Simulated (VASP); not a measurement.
# Ti (I4/mmm) in VASP: notebook, part 2 of 2

VASP 6.6.1. Earlier steps stand in the parts before.

## 5. Single point, PBEsol

Contents of INCAR:

```
ALGO = Fast
EDIFF = 1E-6
ENCUT = 520
GGA = PS
ISIF = 2
ISMEAR = 0
LASPH = True
LCHARG = False
LREAL = False
LWAVE = False
NBANDS = 12
NELM = 80
PREC = Accurate
SIGMA = 0.15
```

Contents of KPOINTS:

```
k-points
0
Gamma
  22 22 22
```

Contents of POSCAR:

```
Ti
1.0
   -1.7826950017      1.7826950017      1.3905021013
    1.7826950017     -1.7826950017      1.3905021013
    1.7826950017      1.7826950017     -1.3905021013
Ti
1
Direct
    0.0000000000      0.0000000000      0.0000000000
```

Potentials or basis: VASP PAW PBE potentials, release 64 (Ti_sv).

Command:

```console
$ cat potpaw_PBE.64/Ti_sv/POTCAR > POTCAR
$ mpirun -np 1 vasp_std > vasp.out
```

OUTCAR:

```text
EDIFF = 1E-6
   ENCUT = 520
   GGA = PS
   ISIF = 2
   ISMEAR = 0
   LASPH = True
   LREAL = False
   NELM = 80
   PREC = Accurate

 ion  position               nearest neighbor table
   1  0.000  0.000  0.000-

  LATTYP: Found a body centered tetragonal cell.
 ALAT       =     3.5653900034
 C/A-ratio  =     0.7800000000

  Lattice vectors:

 A1 = (  -1.7826950017,   1.7826950017,   1.3905021013)
 A2 = (   1.7826950017,  -1.7826950017,   1.3905021013)
 A3 = (   1.7826950017,   1.7826950017,  -1.3905021013)

Analysis of symmetry for initial positions (statically):
=====================================================================
 Subroutine PRICEL returns:
 Original cell was already a primitive cell.

 Routine SETGRP: Setting up the symmetry group for a
 body centered tetragonal supercell.

 Subroutine GETGRP returns: Found 16 space group operations
 (whereof 16 operations were pure point group operations)
 out of a pool of 16 trial point group operations.

The static configuration has the point symmetry D_4h.

Analysis of symmetry for dynamics (positions and initial velocities):
[... 169 lines left out ...]
      2     -24.5172      2.00000
      3     -24.5172      2.00000
      4     -24.4232      2.00000
      5       1.8786      2.00000
      6       7.7197      1.72224
      7       8.9859      0.00000
      8       9.7266      0.00000
      9       9.7266      0.00000
     10      11.1822      0.00000
     11      23.5469      0.00000
     12      23.5469      0.00000
[... 331 lines left out ...]
 k-point    24 :      -0.4545    0.0455    0.0000
  band No.  band energies     occupation
      1     -48.3774      2.00000
      2     -25.1617      2.00000
      3     -24.6953      2.00000
      4     -24.6002      2.00000
      5       5.4119      2.00000
      6       6.9652      2.00000
      7       9.2320      0.00000
      8      10.3306      0.00000
      9      11.5090      0.00000
     10      11.7245      0.00000
     11      17.9810      0.00000
     12      20.7017      0.00000

 [... further k-points ...]

------------------------ aborting loop because EDIFF is reached ----------------------------------------

  FORCE on cell =-STRESS in cart. coord.  units (eV):
  Direction    XX          YY          ZZ          XY          YZ          ZX
  --------------------------------------------------------------------------------------
  -------------------------------------------------------------------------------------
  Total       -0.9868170     -0.9868170     -0.2952504      0.0000000     -0.0000000     -0.0000000
  in kB      -89.4461107    -89.4461107    -26.7618052      0.0000000     -0.0000000     -0.0000000
  external PRESSURE =     -68.5513422 kB  Pullay stress =       0.0000000 kB

 VOLUME and BASIS-vectors are now :
 -----------------------------------------------------------------------------
  energy-cutoff  :      520.00
  volume of cell :       17.68
      direct lattice vectors                 reciprocal lattice vectors
    -1.782695002  1.782695002  1.390502101     0.000000000  0.280474226  0.359582340
     1.782695002 -1.782695002  1.390502101     0.280474226  0.000000000  0.359582340
     1.782695002  1.782695002 -1.390502101     0.280474226  0.280474226  0.000000000

 POSITION                                       TOTAL-FORCE (eV/Angst)
 -----------------------------------------------------------------------------------
      0.00000      0.00000      0.00000         0.000000      0.000000     -0.000000
 -----------------------------------------------------------------------------------
    total drift:                                0.000000      0.000000     -0.000000

  FREE ENERGIE OF THE ION-ELECTRON SYSTEM (eV)
  ---------------------------------------------------
  free  energy   TOTEN  =        -8.2124940342 eV

  energy  without entropy=       -8.1939055487  energy(sigma->0) =       -8.20319979
```

stdout:

```text
POSCAR found type information on POSCAR Ti
 POSCAR found :  1 types and       1 ions
 scaLAPACK will be used
 -----------------------------------------------------------------------------
|                                                                             |
|                                                                             |
|     You enforced a specific xc type in the INCAR file but a different       |
[... 21 lines left out ...]
WARNING in EDDRMM: call to ZHEGV failed, returncode =   6  3      5
WARNING in EDDRMM: call to ZHEGV failed, returncode =   6  3      5
WARNING in EDDRMM: call to ZHEGV failed, returncode =   6  3      5
WARNING in EDDRMM: call to ZHEGV failed, returncode =   8  4      8
WARNING in EDDRMM: call to ZHEGV failed, returncode =   6  3     11
WARNING in EDDRMM: call to ZHEGV failed, returncode =   6  3      5
WARNING in EDDRMM: call to ZHEGV failed, returncode =   6  3      5
```

It took 2.8 min on 1 thread of Intel Xeon Platinum 8488C (Sapphire Rapids), shared host; peak memory 0.28 GiB.

Results:

```
Free energy            : -8.2125 eV
Pressure               : -6.9 GPa
Band gap on the k mesh : zero (band 6 reaches 8.43 eV, above the bottom of band 7 at 7.45 eV)
```

Caveat: the PAW data sets were made with another functional, which shifts forces and pressure a little.

## 6. Summary

```tsv
cell	further INCAR settings	gap on the mesh (eV)	pressure (GPa)
a = 2.912 Å, angles 101.5, 101.5, 126.9°, 1 atom	ALGO = Fast; EDIFF = 1e-06; NBANDS = 12	none	-6.3
a = 2.858 Å, angles 105.4, 105.4, 118.0°, 1 atom	ALGO = Fast; EDIFF = 1e-06; NBANDS = 12	none	-6.8
a = 2.864 Å, angles 114.7, 114.7, 99.4°, 1 atom	ALGO = Fast; EDIFF = 1e-07; NBANDS = 12	none	-6.3
a = 2.879 Å, angles 103.5, 103.5, 122.2°, 1 atom	ALGO = Fast; EDIFF = 1e-06; NBANDS = 12	none	-6.9
```

Alike in all rows: task single point; level PBEsol; potentials or basis VASP PAW PBE potentials, release 64 (Ti_sv); no spin polarisation; k mesh 22 × 22 × 22; cutoff (eV) 520; smearing gaussian 0.15 eV.

Caveats: the PAW data sets were made with another functional, which shifts forces and pressure a little.

Total energies depend on the potentials used, so only differences within one code and one set of settings carry meaning.
